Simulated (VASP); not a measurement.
# AlN (Pm) in VASP: a series of runs, part 2 of 2

VASP 6.6.1.

### Step 4. Single point, LDA (atom 1 (Al) moved by -0.124 Å along [1 0 0] and +0.620 Å along [1 2 0])

INCAR reads:

```
PREC = Accurate
ENCUT = 520
EDIFF = 1E-6
ISMEAR = 0
SIGMA = 0.05
LREAL = False
LASPH = True
NELM = 60
ALGO = Normal
ISIF = 2
LWAVE = False
LCHARG = False
GGA = CA
NBANDS = 26
```

KPOINTS reads:

```
regular mesh
0
Gamma
  8 6 4
```

POSCAR reads:

```
AlN
1.0
   -1.6378403119      2.8368226349      0.0000000000
    0.0000000000      0.0000000000      4.1006264518
    4.9135209358      2.8368226349      0.0000000000
Al N
4 4
Direct
    0.6828431459      0.7500000000      0.2023778965
    1.0000000000      0.7500000000      0.6666666667
    0.0000000000      0.2500000000      0.3333333333
    0.5000000000      0.2500000000      0.8333333333
    0.5000000000      0.2500000000      0.1666666667
    1.0000000000      0.2500000000      0.6666666667
    0.0000000000      0.7500000000      0.3333333333
    0.5000000000      0.7500000000      0.8333333333
```

Potentials or basis: VASP PAW LDA potentials, release 64 (Al, N).

On the command line:

```sh
$ cat potpaw_LDA.64/Al/POTCAR potpaw_LDA.64/N/POTCAR > POTCAR
$ mpirun -np 1 vasp_std > vasp.out
```

OUTCAR:

```text
PREC = Accurate
   ENCUT = 520
   EDIFF = 1E-6
   ISMEAR = 0
   LREAL = False
   LASPH = True
   NELM = 60
   ISIF = 2
   GGA = CA

 ion  position               nearest neighbor table
   1  0.683  0.750  0.202-   7 1.28   5 2.15   5 2.15   8 2.18   7 2.36   3 2.42   3 2.42   2 2.83
                             4 2.99   4 2.99   3 3.12   3 3.12   2 3.21
   2  0.000  0.750  0.667-   8 1.89   8 1.89   7 1.89   6 2.05   6 2.05   4 2.79   4 2.79   4 2.79
                             4 2.79   3 2.79   3 2.79   1 2.83   1 3.21
   3  0.000  0.250  0.333-   5 1.89   5 1.89   6 1.89   7 2.05   7 2.05   1 2.42   1 2.42   2 2.79
                             2 2.79   1 3.12   1 3.12   4 3.28   4 3.28   4 3.28   4 3.28
   4  0.500  0.250  0.833-   6 1.89   6 1.89   5 1.89   8 2.05   8 2.05   2 2.79   2 2.79   2 2.79
                             2 2.79   1 2.99   1 2.99   3 3.28   3 3.28   3 3.28   3 3.28
   5  0.500  0.250  0.167-   3 1.89   3 1.89   4 1.89   1 2.15   1 2.15
   6  0.000  0.250  0.667-   4 1.89   4 1.89   3 1.89   2 2.05   2 2.05
   7  0.000  0.750  0.333-   1 1.28   2 1.89   3 2.05   3 2.05   1 2.36
   8  0.500  0.750  0.833-   2 1.89   2 1.89   4 2.05   4 2.05   1 2.18

 -----------------------------------------------------------------------------
[... 217 lines left out ...]
 fundamental gap:      3.2756069661
 Fermi energy:         8.2202581968

 k-point     1 :       0.0000    0.0000    0.0000
  band No.  band energies     occupation
      1      -8.9346      2.00000
      2      -6.9124      2.00000
      3      -5.7056      2.00000
      4      -4.6852      2.00000
      5       0.7398      2.00000
      6       1.3521      2.00000
[... 685 lines left out ...]
     25      18.0235      0.00000
     26      18.2149      0.00000

 [... further k-points ...]
[... 5 lines left out ...]
  --------------------------------------------------------------------------------------
  -------------------------------------------------------------------------------------
  Total       -1.5091719     48.8621333      1.0756385      5.2923588      0.0000000      0.0000000
  in kB      -31.7274632   1027.2332458     22.6132490    111.2617601      0.0000000      0.0000000
  external PRESSURE =     339.3730105 kB  Pullay stress =       0.0000000 kB

 VOLUME and BASIS-vectors are now :
 -----------------------------------------------------------------------------
  energy-cutoff  :      520.00
  volume of cell :       76.21
      direct lattice vectors                 reciprocal lattice vectors
    -1.637840312  2.836822635  0.000000000    -0.152640033  0.264380293  0.000000000
     0.000000000  0.000000000  4.100626452     0.000000000  0.000000000  0.243865178
     4.913520936  2.836822635  0.000000000     0.152640033  0.088126764  0.000000000

 POSITION                                       TOTAL-FORCE (eV/Angst)
 -----------------------------------------------------------------------------------
     -0.12400      2.51122      3.07547        -4.207672    -44.886568      0.000000
      3.27568      1.89122      3.07547         0.427802      0.680149      0.000000
      1.63784      0.94561      1.02516        -0.207177      1.767674      0.000000
      3.27568      3.78243      1.02516         0.364938     -0.028473      0.000000
      0.00000      1.89122      1.02516         0.114825      1.674999      0.000000
      3.27568      1.89122      1.02516        -0.527261     -0.312320      0.000000
      1.63784      0.94561      3.07547         3.849765     40.054112      0.000000
      3.27568      3.78243      3.07547         0.184779      1.050426      0.000000
 -----------------------------------------------------------------------------------
    total drift:                                0.000286      0.000415     -0.000000

  FREE ENERGIE OF THE ION-ELECTRON SYSTEM (eV)
  ---------------------------------------------------
  free  energy   TOTEN  =       -56.1800453917 eV

  energy  without entropy=      -56.1800453917  energy(sigma->0) =      -56.18004539
```

stdout:

```text
POSCAR found type information on POSCAR AlN
 POSCAR found :  2 types and       8 ions
 scaLAPACK will be used
 LDA part: xc-table for (Slater(with rela. corr.)+CA(PZ))
 , standard interpolation
 -----------------------------------------------------------------------------
|                                                                             |
|           W    W    AA    RRRRR   N    N  II  N    N   GGGG   !!!           |
|           W    W   A  A   R    R  NN   N  II  NN   N  G    G  !!!           |
|           W    W  A    A  R    R  N N  N  II  N N  N  G       !!!           |
|           W WW W  AAAAAA  RRRRR   N  N N  II  N  N N  G  GGG   !            |
|           WW  WW  A    A  R   R   N   NN  II  N   NN  G    G                |
|           W    W  A    A  R    R  N    N  II  N    N   GGGG   !!!           |
|                                                                             |
|     The distance between some ions is very small. Please check the          |
|     nearest-neighbor list in the OUTCAR file.                               |
|     I HOPE YOU KNOW WHAT YOU ARE DOING!                                     |
|                                                                             |
 -----------------------------------------------------------------------------

 POSCAR, INCAR and KPOINTS ok, starting setup
 FFT: planning ... GRIDC
 FFT: planning ... GRID_SOFT
 FFT: planning ... GRID
 WAVECAR not read
 entering main loop
```

Wall time 90 s (1 thread of Intel Xeon 6975P-C (Granite Rapids), shared host); peak memory 0.21 GiB.

Results:

```yaml
Free_energy: -56.1800 eV
Pressure: 33.9 GPa
Largest_force: 45.083 eV/Å
Band_gap_on_the_k_mesh: 3.28 eV, direct
```

Forces in eV/Å, atoms in the order of the input:
```
Al   -4.208 -44.887   0.000
Al    0.428   0.680   0.000
Al   -0.207   1.768   0.000
Al    0.365  -0.028   0.000
N     0.115   1.675   0.000
N    -0.527  -0.312   0.000
N     3.850  40.054   0.000
N     0.185   1.050   0.000
```

Caveat: the cell differs from its parent crystal (atom 1 (Al) moved by -0.124 Å along [1 0 0] and +0.620 Å along [1 2 0]); forces of over 1 eV/Å act on the atoms, so gaps and moduli don't describe the material at rest.

### Step 5. Single point, LDA (atom 1 (Al) moved by +0.124 Å along [1 0 0] and -0.372 Å along [1 2 0])

INCAR reads:

```
  PREC = Accurate
  ENCUT = 520
  EDIFF = 1E-6
  ISMEAR = 0
  SIGMA = 0.05
  LREAL = False
  LASPH = True
  NELM = 80
  ALGO = Normal
  ISIF = 2
  LWAVE = False
  LCHARG = False
  GGA = CA
  NBANDS = 26
```

KPOINTS is that of step 4.

Edit POSCAR of step 4 so:

```diff
@@ -8,3 +8,3 @@
 Direct
-    0.6828431459      0.7500000000      0.2023778965
+    0.3827231668      0.7500000000      0.1528108745
     1.0000000000      0.7500000000      0.6666666667
```

On the command line:

```sh
$ cat potpaw_LDA.64/Al/POTCAR potpaw_LDA.64/N/POTCAR > POTCAR
$ mpirun -np 1 vasp_std > vasp.out
```

Wall time 72 s (1 thread of Intel Xeon 6975P-C (Granite Rapids), shared host); peak memory 0.21 GiB.

It converged, with:

| Quantity | Value |
| --- | --- |
| Free energy | -63.6717 eV |
| Pressure | 6.5 GPa |
| Largest force | 7.546 eV/Å |
| Band gap on the k mesh | 3.29 eV, direct |

Forces on the atoms (eV/Å):
```
Al  -5.563  5.099  0.000
Al  -0.449 -0.467  0.000
Al   0.557 -0.584  0.000
Al  -0.147  0.239  0.000
N    0.127 -0.976  0.000
N    0.132  0.030  0.000
N    5.394 -2.787  0.000
N   -0.052 -0.555  0.000
```

Stress tensor (GPa, compression positive):
```
19.62 -5.55  0.00
-5.55 -0.74  0.00
 0.00  0.00  0.72
```

Levels at points of the mesh, in eV from the valence-band top:
| k point | band 14 | band 15 | band 16 | band 17 | band 18 | band 19 |
| --- | --- | --- | --- | --- | --- | --- |
| (0.00, 0.00, 0.00) | -1.58 | -1.15 | 0.00 | 3.29 | 3.84 | 4.49 |
| (0.50, 0.00, 0.00) | -2.52 | -2.25 | -2.07 | 5.23 | 5.39 | 5.93 |
| (0.00, 0.50, 0.00) | -2.00 | -1.85 | -1.69 | 4.80 | 5.00 | 5.85 |
| (0.50, 0.50, 0.00) | -1.13 | -1.03 | -0.80 | 5.54 | 5.89 | 6.38 |
| (0.00, 0.00, 0.50) | -1.29 | -1.09 | -1.07 | 4.32 | 4.91 | 6.07 |
| (0.50, 0.00, 0.50) | -2.74 | -1.62 | -1.23 | 3.60 | 4.02 | 6.78 |
| (0.00, 0.50, 0.50) | -1.93 | -1.90 | -1.70 | 4.75 | 5.15 | 5.43 |
| (0.50, 0.50, 0.50) | -1.89 | -1.79 | -1.50 | 4.71 | 4.88 | 5.31 |

Caveat: the cell differs from its parent crystal (atom 1 (Al) moved by +0.124 Å along [1 0 0] and -0.372 Å along [1 2 0]); forces of over 1 eV/Å act on the atoms, so gaps and moduli don't describe the material at rest. A k mesh can miss the band edges.
